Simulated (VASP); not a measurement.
Runs of VASP 6.6.1 on TlBr. The structure is that of space group Pm-3m (No. 221), or close to it. The cells are those of the table. 

```csv
cell,k mesh,smearing,gap on the mesh (eV),pressure (GPa)
"a = 4.195 Å, 2 atoms",4 × 4 × 4,gaussian 0.05 eV,1.98,(c)
"a = 3.846 Å, 2 atoms",4 × 4 × 4,gaussian 0.05 eV,(b),0.1
"a = 4.143 Å, 2 atoms",4 × 4 × 4,gaussian 0.05 eV,(a),-4.2
"a = 3.778 Å, 2 atoms",8 × 8 × 8,gaussian 0.02 eV,1.19,1.9
```

Alike in all rows: task single point; level LDA; potentials or basis VASP PAW LDA potentials, release 64 (Tl_d, Br); no spin polarisation; cutoff (eV) 500.

Task: Estimate the missing entries.

Result: (a) 1.91; (b) 1.35; (c) -4.4.

Caveats: spin-orbit coupling is left out, which moves the levels of the heavy elements.

A k mesh can miss the band edges, and the runs leave out spin-orbit coupling on Br, Tl.
